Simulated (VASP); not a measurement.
In, 1 atom in the cell. The structure is cubic, space group Pm-3m (No. 221). The conventional cell has a = 3.123 Å, b = 3.123 Å, c = 3.123 Å, α = 90.00°, β = 90.00°, γ = 90.00°. In (site symmetry m-3m) has 6 In at 3.12 Å within 4.1 Å. This isn't the form of In at room conditions, which is tetragonal.

* Program: VASP 6.6.1
* Task: single point
* Functional: r2SCAN
* Potentials or basis: VASP PAW PBE potentials, release 64 (In_d)
* Cutoff: 520 eV
* k mesh: 12 × 12 × 12
* Occupations: fermi-dirac, width 0.1 eV
* Spin: no spin polarisation
* Dipole correction: no
* Further INCAR settings: ALGO = Normal; EDIFF = 1e-07; NBANDS = 12

Potentials or basis: VASP PAW PBE potentials, release 64 (In_d).

The run is started by

```sh
$ cat potpaw_PBE.64/In_d/POTCAR > POTCAR
$ cp INCAR.step1 INCAR
$ mpirun -np 1 vasp_std > vasp.out
$ cp INCAR.step2 INCAR
$ mpirun -np 1 vasp_std > vasp.out
```

Hardware: 1 thread of Intel Xeon 8259CL, on a shared host.

Problem. How long does it take, and how much memory?

Solution. Wall time 78 s on 1 thread of Intel Xeon 8259CL (shared host), peak memory 0.16 GiB. Counts: k points 84.
